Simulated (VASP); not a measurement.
Here is a VASP 6.6.1 calculation.

The input INCAR:

```
SYSTEM = LiCl
PREC = Accurate ; ENCUT = 520
EDIFF = 1E-6 ; ISMEAR = 0
SIGMA = 0.02 ; LREAL = .FALSE.
LASPH = .TRUE. ; NELM = 80
ALGO = Normal ; ISIF = 2
LWAVE = .FALSE. ; LCHARG = .FALSE.
GGA = PE ; NBANDS = 12
```

KPOINTS

```
Automatic mesh
0
G
  8 8 8
  0 0 0
```

Contents of POSCAR:

```
LiCl
1.0
    0.0000000000      2.5744668699      2.5744668699
    2.5744668699      0.0000000000      2.5744668699
    2.5744668699      2.5744668699      0.0000000000
Li Cl
1 1
Direct
    0.0000000000      0.0000000000      0.0000000000
    0.5000000000      0.5000000000      0.5000000000
```

Potentials or basis: VASP PAW PBE potentials, release 64 (Li_sv, Cl).

The run is started by

```sh
$ cat potpaw_PBE.64/Li_sv/POTCAR potpaw_PBE.64/Cl/POTCAR > POTCAR
$ mpirun -np 1 vasp_std > vasp.out
```

Predict the band gap on the k mesh.

6.28 eV, direct.

 A k mesh can miss the band edges.
